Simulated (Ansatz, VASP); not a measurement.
**One calculation of Ba, two programs**

```
Ba
1.0
    -4.13119    4.13119    3.83677
     4.13119   -4.13119    3.83677
     4.13119    4.13119   -3.83677
Ba
4
Direct
  0.81814 0.68186 0.50000
  0.18186 0.31814 0.50000
  0.31814 0.81814 0.13628
  0.69489 0.19489 0.86372
```

Alike in both runs: task single point; functional LDA; k mesh 5 × 5 × 5; no spin polarisation.

```csv
,VASP,Ansatz
version,VASP 6.6.1,Ansatz 0.2.0
potentials or method,"VASP PAW LDA potentials, release 64 (Ba_sv), cutoff 520 eV","plane waves, PAW"
occupations,"methfessel-paxton of order 1, width 0.02 eV","cold, width 0.02 eV"
valence electrons in the cell,40,40
```

```tsv
	VASP	Ansatz	Ansatz less VASP
rms of the force components (eV/Å)	0.090	0.090	-0.0004
```

LDA's correlation is that of Perdew and Zunger in VASP and of Perdew and Wang (1992) in Ansatz. Atom by atom the forces differ by 0.001 eV/Å (rms over components).

Neither program's run includes spin-orbit coupling.
